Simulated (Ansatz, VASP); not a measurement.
Two plane-wave programs on W

```
W
1.0
    -0.84519    1.69037    1.69037
     1.69037   -0.84519    1.69037
     1.69037    1.69037   -0.84519
W
1
Direct
  0.00000 0.00000 0.00000
```

Alike in both runs: task single point; functional PBEsol; k mesh 24 × 24 × 24; occupations gaussian, width 0.15 eV; no spin polarisation.

|  | VASP | Ansatz |
| --- | --- | --- |
| version | VASP 6.6.1 | Ansatz 0.2.0 |
| potentials or method | VASP PAW PBE potentials, release 64 (W_sv), cutoff 520 eV | scalar-relativistic, plane waves, PAW |
| valence electrons in the cell | 14 | 14 |

|  | VASP | Ansatz | Ansatz less VASP |
| --- | --- | --- | --- |
| gap on the k mesh at the Fermi level (eV) | none | none | - |
| pressure (GPa) | 25.1 | 23.7 | -1.37 |

VASP's potentials were made for PBE, not for PBEsol. A gap of «none» marks a metal or a gap that the smearing closes.

Neither program's run includes spin-orbit coupling.
